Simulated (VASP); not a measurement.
# C (Cmmm) in VASP: a series of runs, part 2 of 3

VASP 6.6.1. The steps go on from the part before.

## Step 3: Single point, PBE+D3(BJ) (atoms displaced along a vibrational mode, the cell strained)

INCAR reads:

```
SYSTEM = C
  ALGO = Normal
  EDIFF = 1E-7
  ENCUT = 520
  GGA = PE
  ISIF = 2
  ISMEAR = 0
  IVDW = 12
  LASPH = .TRUE.
  LCHARG = .FALSE.
  LREAL = .FALSE.
  LWAVE = .FALSE.
  NBANDS = 11
  NELM = 80
  PREC = Accurate
  SIGMA = 0.15
```

KPOINTS reads:

```
k-points
0
G
  21 21 12
  0 0 0
```

POSCAR reads:

```
C
1.0
    2.4851167323      0.0000000000      0.0000000000
   -1.2425583661      2.1521742215      0.0000000000
    0.0000000000      0.0000000000      3.6016171223
C
2
Direct
    0.3239632741      0.6479265481      0.0000000000
    0.6760367259      0.3520734519      0.0000000000
```

Potentials or basis: VASP PAW PBE potentials, release 64 (C).

Started as:

```console
> cat potpaw_PBE.64/C/POTCAR > POTCAR
> mpirun -np 1 vasp_std > vasp.out
```

OUTCAR:

```text
SYSTEM = C
   EDIFF = 1E-7
   ENCUT = 520
   GGA = PE
   ISIF = 2
   ISMEAR = 0
   IVDW = 12
   LASPH = .TRUE.
   LREAL = .FALSE.
   NELM = 80
   PREC = Accurate
 IVDW          = 12

 ion  position               nearest neighbor table
   1  0.324  0.648  0.000-   2 1.40   2 1.40   2 1.52
   2  0.676  0.352  0.000-   1 1.40   1 1.40   1 1.52

  LATTYP: Found a hexagonal cell.
 ALAT       =     2.4851167323
 C/A-ratio  =     1.4492748270

  Lattice vectors:

 A1 = (   2.4851167323,   0.0000000000,   0.0000000000)
 A2 = (  -1.2425583661,   2.1521742215,   0.0000000000)
 A3 = (   0.0000000000,   0.0000000000,   3.6016171223)

Analysis of symmetry for initial positions (statically):
=====================================================================
 Subroutine PRICEL returns:
 Original cell was already a primitive cell.

 Routine SETGRP: Setting up the symmetry group for a
 hexagonal supercell.

 Subroutine GETGRP returns: Found  8 space group operations
 (whereof  8 operations were pure point group operations)
 out of a pool of 24 trial point group operations.

The static configuration has the point symmetry D_2h.

Analysis of symmetry for dynamics (positions and initial velocities):
[... 172 lines left out ...]
      5       7.8290      0.00000
      6      10.5358      0.00000
      7      13.6635      0.00000
      8      15.2754      0.00000
      9      15.8634      0.00000
     10      25.8103      0.00000
     11      27.0285      0.00000
[... 309 lines left out ...]
 k-point    24 :       0.0952    0.0476    0.0000
  band No.  band energies     occupation
      1     -15.0977      2.00000
      2      -2.3783      2.00000
      3      -1.1548      2.00000
      4       0.8898      2.00000
      5       8.2821      0.00000
      6      11.2751      0.00000
      7      14.1424      0.00000
      8      14.4819      0.00000
      9      16.6255      0.00000
     10      26.2722      0.00000
     11      26.7862      0.00000

 [... further k-points ...]

------------------------ aborting loop because EDIFF is reached ----------------------------------------

 Edisp (eV)   -0.28605

 E8    (eV) :    -0.0803

  FORCE on cell =-STRESS in cart. coord.  units (eV):
  Direction    XX          YY          ZZ          XY          YZ          ZX
  --------------------------------------------------------------------------------------
  -------------------------------------------------------------------------------------
  Total       0.04098    -1.36048    -0.03252    -0.00000     0.00000     0.00000
  in kB       3.40838  -113.15721    -2.70504    -0.00000     0.00000     0.00000
  external pressure =      -37.48 kB  Pullay stress =        0.00 kB

 VOLUME and BASIS-vectors are now :
 -----------------------------------------------------------------------------
  energy-cutoff  :      520.00
  volume of cell :       19.26
      direct lattice vectors                 reciprocal lattice vectors
     2.485116732  0.000000000  0.000000000     0.402395584  0.232323199  0.000000000
    -1.242558366  2.152174222  0.000000000     0.000000000  0.464646398  0.000000000
     0.000000000  0.000000000  3.601617122     0.000000000  0.000000000  0.277653056

 POSITION                                       TOTAL-FORCE (eV/Angst)
 -----------------------------------------------------------------------------------
      0.00000      1.39445      0.00000         0.000000      3.682431      0.000000
      1.24256      0.75772      0.00000        -0.000000     -3.682431      0.000000
 -----------------------------------------------------------------------------------
    total drift:                               -0.000000      0.000000     -0.000000

  FREE ENERGIE OF THE ION-ELECTRON SYSTEM (eV)
  ---------------------------------------------------
  free  energy   TOTEN  =       -18.5554166005 eV

  energy  without entropy=      -18.5548390422  energy(sigma->0) =      -18.55512782
```

OSZICAR:

```text
N       E                     dE             d eps       ncg     rms          rms(c)
DAV:   1     0.684541072529E+01    0.68454E+01   -0.43830E+03 19016   0.654E+02
DAV:   2    -0.187663375880E+02   -0.25612E+02   -0.24340E+02 24659   0.131E+02
DAV:   3    -0.194213319558E+02   -0.65499E+00   -0.65253E+00 23769   0.175E+01
DAV:   4    -0.194239423975E+02   -0.26104E-02   -0.26102E-02 21748   0.134E+00
DAV:   5    -0.194239536830E+02   -0.11285E-04   -0.11285E-04 23303   0.805E-02    0.620E+00
DAV:   6    -0.185477885964E+02    0.87617E+00   -0.69070E-01 21294   0.499E+00    0.361E+00
DAV:   7    -0.182649660169E+02    0.28282E+00   -0.82600E-01 21771   0.547E+00    0.100E+00
DAV:   8    -0.182695826495E+02   -0.46166E-02   -0.22708E-02 20536   0.965E-01    0.126E-01
DAV:   9    -0.182692566405E+02    0.32601E-03   -0.74620E-04 22128   0.177E-01    0.599E-02
DAV:  10    -0.182693615510E+02   -0.10491E-03   -0.19249E-04 20233   0.951E-02    0.306E-02
DAV:  11    -0.182693654508E+02   -0.38998E-05   -0.11991E-05 22076   0.215E-02    0.311E-03
DAV:  12    -0.182693659469E+02   -0.49612E-06   -0.78227E-07 20543   0.679E-03    0.764E-04
DAV:  13    -0.182693659727E+02   -0.25797E-07   -0.39242E-08 22222   0.142E-03
   1 F= -.18555417E+02 E0= -.18555128E+02  d E =-.577558E-03
```

stdout:

```text
POSCAR found type information on POSCAR C
 POSCAR found :  1 types and       2 ions
 scaLAPACK will be used
 LDA part: xc-table for (Slater+PW92), standard interpolation
 POSCAR, INCAR and KPOINTS ok, starting setup
 FFT: planning ... GRIDC
 FFT: planning ... GRID_SOFT
 FFT: planning ... GRID
 WAVECAR not read
 entering main loop
```

Wall time 2.2 min (1 thread of Intel Xeon Platinum 8259CL at 2.50GHz (Skylake/Cascade Lake), shared host); peak memory 0.25 GiB.

Results:

- Free energy: -18.5554 eV
- Pressure: -3.7 GPa
- Largest force: 3.682 eV/Å
- Band gap on the k mesh: zero (bands 4 and 5 overlap by 0.16 eV)
- Dispersion energy per atom: -0.143 eV

Forces in eV/Å, atoms in the order of the input:
```
C    0.000  3.682  0.000
C    0.000 -3.682  0.000
```

Levels at points of the mesh, in eV from the Fermi level:
```csv
k point,band 1,band 2,band 3,band 4,band 5,band 6,band 7,band 8
"(0.00, 0.00, 0.00)",-19.39,-6.72,-4.18,-1.78,3.91,6.61,9.74,11.35
"(0.00, 0.00, 0.50)",-19.22,-8.09,-4.16,-1.75,6.66,9.10,9.81,11.11
```

Caveat: the cell differs from its parent crystal (atoms displaced along a vibrational mode, the cell strained); the cell stands under tension; forces of over 1 eV/Å act on the atoms, so gaps and moduli don't describe the material at rest.

## Step 4: Single point, PBE+D3(BJ) (atoms displaced along a vibrational mode, the cell strained)

INCAR reads:

```
  ALGO = Normal
  EDIFF = 1E-6
  ENCUT = 520
  GGA = PE
  ISIF = 2
  ISMEAR = 0
  IVDW = 12
  LASPH = T
  LCHARG = F
  LREAL = F
  LWAVE = F
  NBANDS = 11
  NELM = 100
  PREC = Accurate
  SIGMA = 0.15
```

KPOINTS reads:

```
k-points
0
Gamma
  21 21 12
```

POSCAR reads:

```
C
1.0
    2.4851167323      0.0000000000      0.0000000000
   -1.2425583661      2.1521742215      0.0000000000
    0.0000000000      0.0000000000      3.6016171223
C
2
Direct
    0.3427033926      0.6854067852      0.0000000000
    0.6572966074      0.3145932148      0.0000000000
```

Started as:

```console
> cat potpaw_PBE.64/C/POTCAR > POTCAR
> mpirun -np 1 vasp_std > vasp.out
```

Run time: 93 s. Hardware: 1 thread of AMD EPYC 7R43 (Zen 3), shared host; peak memory 0.22 GiB.

It converged, with:

```yaml
Free_energy: -18.5348 eV
Pressure: -3.3 GPa
Largest_force: 4.454 eV/Å
Band_gap_on_the_k_mesh: zero (bands 4 and 5 overlap by 0.10 eV)
Dispersion_energy_per_atom: -0.143 eV
```

Forces in eV/Å, atoms in the order of the input:
```
C    0.000 -4.454  0.000
C    0.000  4.454  0.000
```

Stress tensor (GPa, compression positive):
```
-11.97   0.00   0.00
  0.00   2.43   0.00
  0.00   0.00  -0.27
```

Levels at points of the mesh, in eV from the Fermi level:
```
           k point  band 2  band 3  band 4  band 5  band 6  band 7
(0.00, 0.00, 0.00)   -6.70   -4.11   -1.78    3.93    6.67    9.60
(0.00, 0.00, 0.50)   -8.06   -4.09   -1.76    6.72    9.12    9.67
```

Caveat: the cell differs from its parent crystal (atoms displaced along a vibrational mode, the cell strained); the cell stands under tension; forces of over 1 eV/Å act on the atoms, so gaps and moduli don't describe the material at rest.

[end of part 2 of 3]
